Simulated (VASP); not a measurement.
Wanted: the native input for a VASP 6.6.1 run.

| Property | Result |
| --- | --- |
| Task | single point |
| Functional | PBEsol |
| Potentials or basis | VASP PAW PBE potentials, release 64 (Zr_sv, C) |
| Cutoff | 520 eV |
| k mesh | 20 × 20 × 20 |
| Occupations | gaussian, width 0.15 eV |
| Spin | no spin polarisation |
| Dipole correction | no |
| Further INCAR settings | ALGO = Normal; EDIFF = 1e-07; NBANDS = 15 |

The structure of ZrC lies in POSCAR:

```
ZrC
1.0
    0.0000000000      2.1534041833      2.7994254383
    2.1534041833      0.0000000000      2.7994254383
    2.1534041833      2.1534041833      0.0000000000
Zr C
1 1
Direct
    0.5000000000      0.5000000000      0.5000000000
    0.0000000000      0.0000000000      0.0000000000
```

This cell differs from its parent crystal: ratio of the length along z to the lengths across it x 1.3, volume and fractional coordinates fixed.

One way to write it, as run:

INCAR

```
SYSTEM = ZrC
PREC     = Accurate       ! precision mode
ENCUT    = 520            ! plane-wave cutoff, eV
EDIFF    = 1E-7           ! SCF threshold, eV
ISMEAR   = 0              ! smearing method
SIGMA    = 0.15           ! smearing width, eV
LREAL    = .False.        ! projectors in reciprocal space
LASPH    = .True.         ! aspherical terms in the spheres
NELM     = 80             ! most SCF steps
ALGO     = Normal         ! electronic algorithm
ISIF     = 2              ! what is computed and relaxed
LWAVE    = .False.        ! write WAVECAR
LCHARG   = .True.         ! write CHGCAR
GGA      = PS             ! functional
LELF     = .True.         ! ELF
LVHAR    = .True.       
NBANDS   = 15             ! bands
```

KPOINTS

```
regular mesh
0
Gamma
  20 20 20
  0 0 0
```

Potentials or basis: VASP PAW PBE potentials, release 64 (Zr_sv, C).

Launch:

```sh
$ cat potpaw_PBE.64/Zr_sv/POTCAR potpaw_PBE.64/C/POTCAR > POTCAR
$ mpirun -np 1 vasp_std > vasp.out
```

Results of the run:

```json
{
  "Pressure": "23.5 GPa",
  "Band gap on the k mesh": "zero (bands 8 and 9 overlap by 1.62 eV)"
}
```

Caveat: the cell stands under pressure; the PAW data sets were made with another functional, which shifts forces and pressure a little.

Run time: 4.6 min on 1 thread of Intel(R) Xeon(R) Platinum 8375C CPU @ 2.90GHz (Ice Lake) (shared host), peak memory 0.36 GiB.
